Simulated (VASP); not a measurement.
Write the native input for VASP 6.6.1 that does the following.

```
Task                   : single point
Functional             : PBEsol
Potentials or basis    : VASP PAW PBE potentials, release 64 (Bi_d, Te)
Cutoff                 : 520 eV
k mesh                 : 7 × 7 × 7
Occupations            : fermi-dirac, width 0.05 eV
Spin                   : no spin polarisation
Dipole correction      : no
Further INCAR settings : ALGO = Normal; EDIFF = 1e-07; NBANDS = 32
```

The structure of Bi2Te3 lies in POSCAR:

```
Bi2Te3
1.0
    2.2360109196      1.2909615063     10.3650440818
   -2.2360109196      1.2909615063     10.3650440818
    0.0000000000     -2.5819230127     10.3650440818
Bi Te
2 3
Direct
    0.6000000000      0.6000000000      0.6000000000
    0.4000000000      0.4000000000      0.4000000000
    0.7905000000      0.7905000000      0.7905000000
    0.2095000000      0.2095000000      0.2095000000
    0.0000000000      0.0000000000      0.0000000000
```

These files were run (other wordings do the same):

INCAR

```
SYSTEM = Bi2Te3
ALGO     = Normal         ! electronic algorithm
EDIFF    = 1E-7           ! SCF threshold, eV
ENCUT    = 520            ! plane-wave cutoff, eV
GGA      = PS             ! functional
ISIF     = 2              ! what is computed and relaxed
ISMEAR   = -1             ! smearing method
LASPH    = .True.         ! aspherical terms in the spheres
LCHARG   = .False.        ! write CHGCAR
LREAL    = .False.        ! projectors in reciprocal space
LWAVE    = .False.        ! write WAVECAR
NBANDS   = 32             ! bands
NELM     = 100            ! most SCF steps
PREC     = Accurate       ! precision mode
SIGMA    = 0.05           ! smearing width, eV
```

KPOINTS

```
k-points
0
Gamma
  7 7 7
  0 0 0
```

Potentials or basis: VASP PAW PBE potentials, release 64 (Bi_d, Te).

The run is started by

```console
$ cat potpaw_PBE.64/Bi_d/POTCAR potpaw_PBE.64/Te/POTCAR > POTCAR
$ mpirun -np 1 vasp_std > vasp.out
```

Results of the run:

* Pressure: -3.2 GPa
* Largest force: 0.429 eV/Å
* Band gap on the k mesh: 0.26 eV

Caveat: the cell stands under tension; the PAW data sets were made with another functional, which shifts forces and pressure a little; spin-orbit coupling is left out, which moves the levels of the heavy elements.

Wall time 34 min on 1 thread of Intel(R) Xeon(R) Platinum 8375C CPU @ 2.90GHz (Ice Lake), with other jobs on the host, peak memory 1 GiB.
